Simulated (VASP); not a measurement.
Here is a VASP 6.6.1 calculation.

File POSCAR:

```
W
1.0
    0.0000000000     -2.0300000000     -2.0300000000
    0.0000000000      2.0300000000     -2.0300000000
    4.0600000000      0.0000000000      0.0000000000
W
2
Direct
    0.5000000000      0.5000000000      0.5184729064
    0.0000000000      0.0000000000     -0.0184729064
```

INCAR.step1

```
  PREC = Accurate
  ENCUT = 550
  ISMEAR = 0
  SIGMA = 0.15
  LREAL = False
  LASPH = True
  NELM = 120
  NBANDS = 21
  GGA = PE
  ALGO = Normal
  EDIFF = 1E-5
  LWAVE = True
  LCHARG = False
  GGA_COMPAT = False
```

Contents of INCAR.step2:

```
  PREC = Accurate
  ENCUT = 550
  EDIFF = 1E-6
  ISMEAR = 0
  SIGMA = 0.15
  LREAL = False
  LASPH = True
  NELM = 120
  ALGO = Normal
  ISIF = 2
  LWAVE = False
  LCHARG = True
  METAGGA = R2SCAN
  LMIXTAU = True
  LELF = True
  LVHAR = True
  NBANDS = 21
  ISTART = 1
  GGA_COMPAT = False
```

File KPOINTS:

```
Automatic mesh
0
Gamma
  16 16 12
```

Potentials or basis: VASP PAW PBE potentials, release 64 (W_sv).

Run with:

```sh
$ cat potpaw_PBE.64/W_sv/POTCAR > POTCAR
$ cp INCAR.step1 INCAR
$ mpirun -np 1 vasp_std > vasp.out
$ cp INCAR.step2 INCAR
$ mpirun -np 1 vasp_std > vasp.out
```

**Question.** What does it give for the band gap on the k mesh?

**Answer.** Zero (bands 14 and 15 overlap by 3.47 eV).

**Question.** What does it give for the pressure?

**Answer.** -5.3 GPa.

Forces on the atoms (eV/Å):
```
W   -1.920  0.000  0.000
W    1.920  0.000  0.000
```

Caveat: the cell differs from its parent crystal (atoms displaced along a vibrational mode); the cell stands under tension; the PAW data sets were made with another functional, which shifts forces and pressure a little; spin-orbit coupling is left out, which moves the levels of the heavy elements.
